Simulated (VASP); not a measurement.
Write the native input for VASP 6.6.1 that does the following.

```yaml
Task: single point
Functional: PBE
Potentials_or_basis: VASP PAW PBE potentials, release 64 (Ir)
Cutoff: 520 eV
k_mesh: 2 × 2 × 2
Occupations: methfessel-paxton, width 0.1 eV
Spin: no spin polarisation
Dipole_correction: no
Further_INCAR_settings: LREAL = Auto; ALGO = Normal; EDIFF = 1e-06; NBANDS = 180
```

The structure of Ir (a cell with a defect) lies in POSCAR:

```
Ir
1.0
    0.0000000000      5.8050291800      5.8050291800
    5.8050291800      0.0000000000      5.8050291800
    7.7400389100      7.7400389100      0.0000000000
Ir
35
Direct
   -0.0016278127      0.0017347889     -0.0003416649
   -0.0033796557      0.0081403553      0.2585709224
   -0.1663442112      0.1661188893      0.4986756585
   -0.0075353626      0.0034296124      0.7419400686
    0.0041784458      0.3366520545     -0.0026034753
    0.0165362649      0.3490145247      0.2355013355
    0.0148440253      0.3473214238      0.4953427295
    0.0018740647      0.3343425054      0.7488169074
    0.0005241145      0.6742604350     -0.0039088305
   -0.0004942266      0.6742236565      0.2493690306
    0.0022232446      0.6731990277      0.5009012287
   -0.0006753627      0.6644573835      0.7515095942
    0.3256252366     -0.0010122257      0.0038705232
    0.3365492127      0.0003321258      0.2479605106
    0.3259767421     -0.0022517544      0.4988492364
    0.3262236832      0.0003297141      0.7504653488
    0.3417864818      0.3329923830     -0.0039094765
    0.3417478084      0.3319805879      0.2493690306
    0.3407203373      0.3346919438      0.5009020685
    0.3319870478      0.3317948007      0.7515099818
    0.3338117587      0.6662827834     -0.0000502581
    0.3343151154      0.6667909635      0.2552695178
    0.3335444905      0.6660248175      0.5001961289
    0.3329866983      0.6654556558      0.7444836605
    0.6642681510     -0.0032599319      0.0014904318
    0.6657486776     -0.0017738929      0.2509942809
    0.6518830281     -0.0156491892      0.5047885476
    0.6515510745     -0.0159818318      0.7637474525
    0.6692651974      0.3308439872     -0.0003387580
    0.6756663711      0.3290942975      0.2585698888
    0.6709576092      0.3249383322      0.7419383244
    0.6665127564      0.6580947109      0.0038712984
    0.6678599504      0.6690253192      0.2479583788
    0.6652725387      0.6584460442      0.4988480736
    0.6678602949      0.6586932436      0.7504647674
```

The input as run:

INCAR

```
SYSTEM = Ir
PREC = Accurate
ENCUT = 520
EDIFF = 1E-6
ISMEAR = 1
SIGMA = 0.1
LREAL = Auto
LASPH = .TRUE.
NELM = 60
ALGO = Normal
ISIF = 2
LWAVE = .FALSE.
LCHARG = .TRUE.
GGA = PE
LVHAR = .TRUE.
NBANDS = 180
KPAR = 2
NCORE = 2
```

KPOINTS

```
Automatic mesh
0
G
  2 2 2
  0 0 0
```

Potentials or basis: VASP PAW PBE potentials, release 64 (Ir).

The run is started by

```console
$ cat potpaw_PBE.64/Ir/POTCAR > POTCAR
$ mpirun -np 4 vasp_std > vasp.out
```

Results of the run:

```json
{"Pressure": "-0.2 GPa", "Largest force": "0.041 eV/Å", "Band gap on the k mesh": "zero (an odd number of electrons rules out a gap without spin polarisation)"}
```

Caveat: the k points lie up to 0.47 Å⁻¹ apart, too coarse for converged energies and pressures of a metal; spin-orbit coupling is left out, which moves the levels of the heavy elements.

Wall time 21 min on 4 MPI ranks on Oxide Virtual Turin-like Processor, on a shared host, peak memory 0.56 GiB a rank.
